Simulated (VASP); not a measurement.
Set up this calculation in VASP 6.6.1, as the native input.

```
Task                   : single point
Functional             : PBE
Potentials or basis    : VASP PAW PBE potentials, release 64 (Si, C)
Cutoff                 : 520 eV
k mesh                 : 2 × 2 × 3, shifted
Occupations            : gaussian, width 0.1 eV
Spin                   : no spin polarisation
Dipole correction      : no
Further INCAR settings : LREAL = Auto; ALGO = Normal; EDIFF = 1e-06; NBANDS = 46; ISYM = 0
```

The structure of SiC lies in POSCAR:

```
SiC
1.0
    5.5599248948      0.1685184085     -0.2124316621
    0.1648612913      6.0813701946      0.0674007236
   -0.2120351842      0.0433390095      5.2184538829
Si C
8 8
Direct
    0.4029298822      0.1590201215      0.6853432246
    0.8984095019      0.9769291699      0.6784049294
    0.5432666060      0.4368114079      0.0740978217
    0.0063308818      0.7027506119      0.1442770684
    0.6245020051      0.4482212106      0.5538650428
    0.2100629907      0.2448683187      0.1371412189
    0.3664456889      0.8957041886      0.3052283286
    0.4160928061      0.7209372469      0.7546824159
    0.0806715721      0.2316896566      0.7845156808
    0.9843965618      0.4595906439      0.6399921654
    0.6873285217      0.9032227244      0.1599056225
    0.0671703205      0.6823597649      0.7784832129
    0.8084990914      0.2908767573      0.2503920310
    1.0116369644      0.4341089584      0.3415695619
    0.6143301890      0.9476267952      0.8751038390
    0.8105746924      0.0658256909      0.3276583530
```

These files were run (other wordings do the same):

INCAR

```
SYSTEM = SiC
ALGO     = Normal         ! electronic algorithm
EDIFF    = 1E-6           ! SCF threshold, eV
ENCUT    = 520            ! plane-wave cutoff, eV
GGA      = PE             ! functional
ISIF     = 2              ! what is computed and relaxed
ISMEAR   = 0              ! smearing method
ISYM     = 0            
LASPH    = .TRUE.         ! aspherical terms in the spheres
LCHARG   = .FALSE.        ! write CHGCAR
LREAL    = Auto         
LWAVE    = .FALSE.        ! write WAVECAR
NBANDS   = 46             ! bands
NELM     = 60             ! most SCF steps
PREC     = Accurate       ! precision mode
SIGMA    = 0.1            ! smearing width, eV
```

KPOINTS

```
Automatic mesh
0
Gamma
  2 2 3
  0.5 0.5 0
```

Potentials or basis: VASP PAW PBE potentials, release 64 (Si, C).

Launch:

```bash
$ cat potpaw_PBE.64/Si/POTCAR potpaw_PBE.64/C/POTCAR > POTCAR
$ mpirun -np 1 vasp_std > vasp.out
```

It gave:

```
Pressure               : 0.0 GPa
Largest force          : 0.048 eV/Å
Band gap on the k mesh : 0.55 eV, indirect (least direct gap 0.68 eV)
```

Caveat: the k points lie up to 0.57 Å⁻¹ apart.

Run time: 47 s on 1 thread of Intel(R) Xeon(R) 6975P-C (Granite Rapids), with other jobs on the host, peak memory 0.25 GiB.
